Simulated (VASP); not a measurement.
A run of VASP 6.6.1 is set up as follows.

The input INCAR:

```
PREC     = Accurate       # precision mode
ENCUT    = 520            # plane-wave cutoff, eV
EDIFF    = 1E-6           # SCF threshold, eV
ISMEAR   = 0              # smearing method
SIGMA    = 0.1            # smearing width, eV
LREAL    = False          # projectors in reciprocal space
LASPH    = True           # aspherical terms in the spheres
NELM     = 100            # most SCF steps
ALGO     = Normal         # electronic algorithm
ISIF     = 2              # what is computed and relaxed
LWAVE    = False          # write WAVECAR
LCHARG   = True           # write CHGCAR
GGA      = PE             # functional
LELF     = True           # ELF
LVHAR    = True         
NBANDS   = 96             # bands
```

Contents of KPOINTS:

```
regular mesh
0
Gamma
  4 4 2
```

POSCAR

```
Ge8Mo3W
1.0
    2.5282531600     -4.4112071300      0.0000000000
    2.5282531600      4.4112071300      0.0000000000
    0.0000000000      0.0000000000     10.1130126500
Ge Mo W
8 3 1
Direct
    0.6667000100      0.3332999900      0.0000000000
    0.1667000100      0.8332999900      0.7500000000
    0.6667000100      0.3332999900      0.5000000000
    0.1667000100      0.8332999900      0.2500000000
    0.3332999900      0.6667000100      0.0000000000
    0.8332999900      0.1667000100      0.7500000000
    0.3332999900      0.6667000100      0.5000000000
    0.8332999900      0.1667000100      0.2500000000
    0.0000000000      0.0000000000      0.0000000000
    0.5000000000      0.5000000000      0.7500000000
    0.5000000000      0.5000000000      0.2500000000
    0.0000000000      0.0000000000      0.5000000000
```

Potentials or basis: VASP PAW PBE potentials, release 64 (Ge_d, Mo_sv, W_sv).

Launch:

```bash
$ cat potpaw_PBE.64/Ge_d/POTCAR potpaw_PBE.64/Mo_sv/POTCAR potpaw_PBE.64/W_sv/POTCAR > POTCAR
$ mpirun -np 1 vasp_std > vasp.out
```

Task: Estimate the band gap on the k mesh.

Result: Zero (bands 84 and 85 overlap by 0.69 eV).

Task: What does it give for the largest force?

Result: 0.787 eV/Å.

Forces on the atoms (eV/Å):
```
Ge   0.000  0.764  0.000
Ge   0.000  0.765 -0.018
Ge   0.000  0.787  0.000
Ge   0.000  0.765  0.018
Ge   0.000 -0.764  0.000
Ge   0.000 -0.765 -0.018
Ge   0.000 -0.787  0.000
Ge   0.000 -0.765  0.018
Mo   0.000  0.000  0.000
Mo   0.000  0.000  0.006
Mo   0.000  0.000 -0.006
W    0.000  0.000  0.000
```

Caveat: the cell stands under tension; spin-orbit coupling is left out, which moves the levels of the heavy elements.
